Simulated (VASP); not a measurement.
SrO: single point with HSE06

SrO:

```
Sr O
1.0
     0.00000    2.55822    2.59161
     2.55822    0.00000    2.59161
     2.55822    2.55822    0.00000
Sr O
1 1
Cartesian
  0.0000 0.0000 0.0000
  2.5582 2.5582 2.5916
```

This cell differs from its parent crystal: epitaxial xy strain -0.8%.

```
Program             : VASP 6.6.1
Task                : single point
Functional          : HSE06
Potentials or basis : VASP PAW PBE potentials, release 64 (Sr_sv, O)
Cutoff              : 520 eV
k mesh              : 6 × 6 × 6
Occupations         : gaussian, width 0.01 eV
Spin                : no spin polarisation
```

| Property | Result |
| --- | --- |
| Pressure | 1.4 GPa |
| Band gap on the k mesh | 4.71 eV (least direct gap 4.81 eV) |

Stress tensor (GPa, compression positive):
```
2.00 0.00 0.00
0.00 2.00 0.00
0.00 0.00 0.25
```

Levels at points of the mesh, in eV from the valence-band top:
| k point | band 4 | band 5 | band 6 | band 7 | band 8 | band 9 | band 10 | band 11 | band 12 | band 13 |
| --- | --- | --- | --- | --- | --- | --- | --- | --- | --- | --- |
| (0.00, 0.00, 0.00) | -14.68 | -14.68 | -0.03 | 0.00 | 0.00 | 5.47 | 7.80 | 7.90 | 7.90 | 10.04 |
| (0.50, 0.00, 0.00) | -14.74 | -13.67 | -2.28 | -1.22 | -1.21 | 8.25 | 9.99 | 10.70 | 10.72 | 13.91 |
| (0.50, 0.50, 0.00) | -15.05 | -15.05 | -0.54 | -0.10 | -0.10 | 4.76 | 9.57 | 12.05 | 12.14 | 13.07 |
| (0.50, 0.00, 0.50) | -15.09 | -15.07 | -0.46 | -0.14 | -0.09 | 4.71 | 9.57 | 12.05 | 12.18 | 12.99 |

Wall time 65 min on 1 thread of Intel(R) Xeon(R) Platinum 8488C (Sapphire Rapids), on a shared host, peak memory 0.28 GiB.

Caveat: the cell differs from its parent crystal (epitaxial xy strain -0.8%); the PAW data sets were made with another functional, which shifts forces and pressure a little. A k mesh can miss the band edges.
